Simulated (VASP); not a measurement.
# Ta3Ru (Fm-3m) in VASP: notebook, part 2 of 2

VASP 6.6.1. Earlier steps stand in the parts before.

## (3) Single point, LDA

Input file INCAR:

```
PREC     = Accurate       # precision mode
ENCUT    = 560            # plane-wave cutoff, eV
EDIFF    = 1E-6           # SCF threshold, eV
ISMEAR   = 0              # smearing method
SIGMA    = 0.1            # smearing width, eV
LREAL    = F              # projectors in reciprocal space
LASPH    = T              # aspherical terms in the spheres
NELM     = 120            # most SCF steps
ALGO     = Normal         # electronic algorithm
ISIF     = 2              # what is computed and relaxed
LWAVE    = F              # write WAVECAR
LCHARG   = T              # write CHGCAR
LELF     = T              # ELF
LVHAR    = T            
NBANDS   = 36             # bands
GGA_COMPAT= F
```

Input file KPOINTS:

```
regular mesh
0
Gamma
  6 6 6
```

Input file POSCAR:

```
Ta3Ru
1.0
    0.0000000000      3.1706179709      3.1706179709
    3.1706179709      0.0000000000      3.1706179709
    3.1706179709      3.1706179709      0.0000000000
Ta Ru
3 1
Direct
    0.2500000000      0.2500000000      0.2500000000
    0.7500000000      0.7500000000      0.7500000000
    0.5000000000      0.5000000000      0.5000000000
    0.0000000000      0.0000000000      0.0000000000
```

Potentials or basis: VASP PAW LDA potentials, release 64 (Ta_sv_GW, Ru_sv).

Started as:

```console
> cat potpaw_LDA.64/Ta_sv_GW/POTCAR potpaw_LDA.64/Ru_sv/POTCAR > POTCAR
> mpirun -np 1 vasp_std > vasp.out
```

OUTCAR:

```text
PREC = Accurate
   ENCUT = 560
   EDIFF = 1E-6
   ISMEAR = 0
   LREAL = F
   LASPH = T
   NELM = 120
   ISIF = 2

 ion  position               nearest neighbor table
   1  0.250  0.250  0.250-   4 2.75   4 2.75   4 2.75   3 2.75   3 2.75   3 2.75   4 2.75   3 2.75
                             2 3.17   2 3.17   2 3.17   2 3.17   2 3.17   2 3.17
   2  0.750  0.750  0.750-   3 2.75   3 2.75   3 2.75   4 2.75   4 2.75   4 2.75   4 2.75   3 2.75
                             1 3.17   1 3.17   1 3.17   1 3.17   1 3.17   1 3.17
   3  0.500  0.500  0.500-   1 2.75   1 2.75   1 2.75   2 2.75   2 2.75   2 2.75   2 2.75   1 2.75

   4  0.000  0.000  0.000-   2 2.75   2 2.75   2 2.75   1 2.75   1 2.75   1 2.75   2 2.75   1 2.75

  LATTYP: Found a face centered cubic cell.
 ALAT       =     6.3412359418

  Lattice vectors:

 A1 = (   0.0000000000,   3.1706179709,   3.1706179709)
 A2 = (   3.1706179709,   0.0000000000,   3.1706179709)
 A3 = (   3.1706179709,   3.1706179709,   0.0000000000)

Analysis of symmetry for initial positions (statically):
=====================================================================
 Subroutine PRICEL returns:
 Original cell was already a primitive cell.

 Routine SETGRP: Setting up the symmetry group for a
 face centered cubic supercell.

 Subroutine GETGRP returns: Found 48 space group operations
 (whereof 48 operations were pure point group operations)
 out of a pool of 48 trial point group operations.

The static configuration has the point symmetry O_h .

Analysis of symmetry for dynamics (positions and initial velocities):
=====================================================================
 Subroutine PRICEL returns:
 Original cell was already a primitive cell.

 Routine SETGRP: Setting up the symmetry group for a
 face centered cubic supercell.

 Subroutine GETGRP returns: Found 48 space group operations
 (whereof 48 operations were pure point group operations)
 out of a pool of 48 trial point group operations.

[... 114 lines left out ...]
     AMIX     =   0.40;   BMIX     =  1.00
     AMIX_MAG =   1.60;   BMIX_MAG =  1.00
  volume/ion in A,a.u.               =      15.94       107.55
  Fermi-wavevector in a.u.,A,eV,Ry     =   1.558506  2.945149 33.047748  2.428941
  Thomas-Fermi vector in A             =   2.662001
   LORBIT       =      0    0 simple, 1 ext, 2 COOP (PROOUT), +10 PAW based schemes
   GGA     = CA    functional components
   LHFCALC =     F    Hartree Fock is set to
   AEXX    =    0.0000 exact exchange contribution
   IVDW    =     0    specifies the selected vdW correction
   LEPSILON=     F    determine dielectric tensor
   LRPA    =     F    only Hartree local field effects (RPA)
 non-spin polarized calculation
 Gauss-broadening in eV      SIGMA  =   0.10
  energy-cutoff  :      560.00
  volume of cell :       63.75
 maximum number of plane-waves:      1936
 NGX is ok and might be reduce to    36
   NGX = 17   NGY = 17   NGZ = 17

 number of electron      54.9999998 magnetization

 Free energy of the ion-electron system (eV)
  ---------------------------------------------------
  ext. energy  EPLUGINS =         0.00000000
  ---------------------------------------------------
  free energy    TOTEN  =       -57.55114667 eV

  energy without entropy =      -57.54148149  energy(sigma->0) =      -57.54631408

 E-fermi :  12.2298     XC(G=0): -13.8630

 val. band max:       12.2031287279   @ k =   0.5000   0.3333   0.1667
 cond. band min:      12.3235833688   @ k =   0.3333   0.3333   0.0000
 fundamental gap:      0.1204546409
 Fermi energy:        12.2297798701

 k-point     1 :       0.0000    0.0000    0.0000
  band No.  band energies     occupation
      1     -60.1509      2.00000
      2     -54.8877      2.00000
      3     -54.8257      2.00000
      4     -54.1897      2.00000
      5     -30.3794      2.00000
      6     -30.3794      2.00000
[... 613 lines left out ...]
     35      16.2534      0.00000
     36      16.8560      0.00000

------------------------ aborting loop because EDIFF is reached ----------------------------------------

  FORCE on cell =-STRESS in cart. coord.  units (eV):
  Direction    XX          YY          ZZ          XY          YZ          ZX
  --------------------------------------------------------------------------------------
  -------------------------------------------------------------------------------------
  Total        0.1458502      0.1458502      0.1458502      0.0000000      0.0000000      0.0000000
  in kB        3.6656916      3.6656916      3.6656916      0.0000000      0.0000000      0.0000000
  external PRESSURE =       3.6656916 kB  Pullay stress =       0.0000000 kB

 VOLUME and BASIS-vectors are now :
 -----------------------------------------------------------------------------
  energy-cutoff  :      560.00
  volume of cell :       63.75
      direct lattice vectors                 reciprocal lattice vectors
     0.000000000  3.170617971  3.170617971    -0.157697964  0.157697964  0.157697964
     3.170617971  0.000000000  3.170617971     0.157697964 -0.157697964  0.157697964
     3.170617971  3.170617971  0.000000000     0.157697964  0.157697964 -0.157697964

 POSITION                                       TOTAL-FORCE (eV/Angst)
 -----------------------------------------------------------------------------------
      1.58531      1.58531      1.58531        -0.000000      0.000000     -0.000000
      4.75593      4.75593      4.75593         0.000000     -0.000000      0.000000
      3.17062      3.17062      3.17062        -0.000000      0.000000     -0.000000
      0.00000      0.00000      0.00000        -0.000000      0.000000     -0.000000
 -----------------------------------------------------------------------------------
    total drift:                                0.000000      0.000000      0.000000

  FREE ENERGIE OF THE ION-ELECTRON SYSTEM (eV)
  ---------------------------------------------------
  free  energy   TOTEN  =       -57.5511466682 eV

  energy  without entropy=      -57.5414814852  energy(sigma->0) =      -57.54631408
```

OSZICAR:

```text
N       E                     dE             d eps       ncg     rms          rms(c)
DAV:   1     0.655354730113E+03    0.65535E+03   -0.34845E+04  1152   0.167E+03
DAV:   2    -0.183465406842E+02   -0.67370E+03   -0.65732E+03  1368   0.504E+02
DAV:   3    -0.592702106028E+02   -0.40924E+02   -0.40367E+02  1528   0.121E+02
DAV:   4    -0.606165689597E+02   -0.13464E+01   -0.13426E+01  1472   0.196E+01
DAV:   5    -0.606435921421E+02   -0.27023E-01   -0.27008E-01  1576   0.278E+00    0.150E+02
DAV:   6    -0.580603251307E+02    0.25833E+01   -0.40802E+00  1256   0.116E+01    0.106E+02
DAV:   7    -0.579045519182E+02    0.15577E+00   -0.65423E+00  1296   0.135E+01    0.191E+01
DAV:   8    -0.576168385279E+02    0.28771E+00   -0.15518E+00  1272   0.747E+00    0.218E+01
DAV:   9    -0.575819972072E+02    0.34841E-01   -0.56678E-01  1428   0.341E+00    0.169E+01
DAV:  10    -0.575509618736E+02    0.31035E-01   -0.12759E-01  1344   0.173E+00    0.361E+00
DAV:  11    -0.575513120327E+02   -0.35016E-03   -0.60352E-03  1464   0.463E-01    0.851E+00
DAV:  12    -0.575511517531E+02    0.16028E-03   -0.64514E-04  1352   0.192E-01    0.434E+00
DAV:  13    -0.575511474717E+02    0.42814E-05   -0.43346E-05  1392   0.405E-02    0.106E+00
DAV:  14    -0.575511466682E+02    0.80345E-06   -0.59076E-06  1212   0.170E-02
   1 F= -.57551147E+02 E0= -.57546314E+02  d E =-.966518E-02
```

It took 40 s on 1 thread of AMD EPYC 7R13 (Zen 3), shared host; peak memory 0.16 GiB.

What came out:

* Free energy: -57.5511 eV
* Pressure: 0.4 GPa
* Band gap on the k mesh: zero (an odd number of electrons rules out a gap without spin polarisation)

Levels at points of the mesh, in eV from the Fermi level:
```tsv
k point	band 24	band 25	band 26	band 27	band 28	band 29	band 30	band 31	band 32	band 33
(0.00, 0.00, 0.00)	-1.89	-1.89	-0.21	-0.21	-0.21	1.01	1.01	4.68	4.68	5.20
(0.50, 0.00, 0.00)	-2.40	-2.40	-2.00	-1.59	-1.59	1.76	1.76	2.77	2.77	3.34
(0.50, 0.50, 0.00)	-1.66	-0.26	-0.26	0.41	0.79	0.79	0.95	1.84	1.84	2.87
```

Caveat: spin-orbit coupling is left out, which moves the levels of the heavy elements.

## (4) Single point, LDA

This run uses another cell than the first one, of 15.98 Å³/atom.

Input file INCAR:

```
SYSTEM = Ta3Ru
  PREC = Accurate
  ENCUT = 560
  EDIFF = 1E-6
  ISMEAR = -1
  SIGMA = 0.15
  LREAL = .False.
  LASPH = .True.
  NELM = 120
  ALGO = Normal
  ISIF = 2
  LWAVE = .False.
  LCHARG = .False.
  GGA = CA
  NBANDS = 36
  GGA_COMPAT = .False.
```

Input file KPOINTS:

```
Automatic mesh
0
Gamma
  12 12 12
  0 0 0
```

Input file POSCAR:

```
Ta3Ru
1.0
    0.0000000000      3.1735933428      3.1735933428
    3.1735933428      0.0000000000      3.1735933428
    3.1735933428      3.1735933428      0.0000000000
Ta Ru
3 1
Direct
    0.2500000000      0.2500000000      0.2500000000
    0.7500000000      0.7500000000      0.7500000000
    0.5000000000      0.5000000000      0.5000000000
    0.0000000000      0.0000000000      0.0000000000
```

Started as:

```console
> cat potpaw_LDA.64/Ta_sv_GW/POTCAR potpaw_LDA.64/Ru_sv/POTCAR > POTCAR
> mpirun -np 1 vasp_std > vasp.out
```

Run time: 1.7 min. Hardware: 1 thread of Intel Xeon 6975P-C (Granite Rapids), shared host; peak memory 0.28 GiB.

It converged, with:

* Free energy: -57.6220 eV
* Pressure: 0.2 GPa
* Band gap on the k mesh: zero (an odd number of electrons rules out a gap without spin polarisation)

Levels at points of the mesh, in eV from the Fermi level:
```csv
k point,band 26,band 27,band 28,band 29,band 30,band 31
"(0.00, 0.00, 0.00)",-0.24,-0.24,-0.24,0.98,0.98,4.63
"(0.50, 0.00, 0.00)",-2.03,-1.61,-1.61,1.72,1.72,2.73
"(0.50, 0.50, 0.00)",-0.29,0.38,0.76,0.76,0.91,1.79
```

Caveat: spin-orbit coupling is left out, which moves the levels of the heavy elements.

## (5) The runs side by side

| task | potentials or basis | cell | k mesh | cutoff (eV) | smearing | gap on the mesh (eV) | pressure (GPa) |
| --- | --- | --- | --- | --- | --- | --- | --- |
| relaxation of cell and atoms | VASP PAW LDA potentials, release 64 (Ta_pv, Ru_pv) | relaxed from a = 4.484 Å, angles 60.0°, 4 atoms | 12 × 12 × 12 | 600 | gaussian 0.1 eV | none | 0.0 |
| single point | VASP PAW LDA potentials, release 64 (Ta_sv_GW, Ru_sv) | a = 4.484 Å, angles 60.0°, 4 atoms | 6 × 6 × 6 | 560 | gaussian 0.1 eV | none | 0.4 |
| single point | VASP PAW LDA potentials, release 64 (Ta_sv_GW, Ru_sv) | a = 4.488 Å, angles 60.0°, 4 atoms | 12 × 12 × 12 | 560 | fermi-dirac 0.15 eV | none | 0.2 |

Alike in all rows: level LDA; no spin polarisation.

Caveats: spin-orbit coupling is left out, which moves the levels of the heavy elements.

Absolute energies hang on the potentials; compare differences alone.

The gap in the log of VASP goes by the Fermi energy; the results here count the filled bands.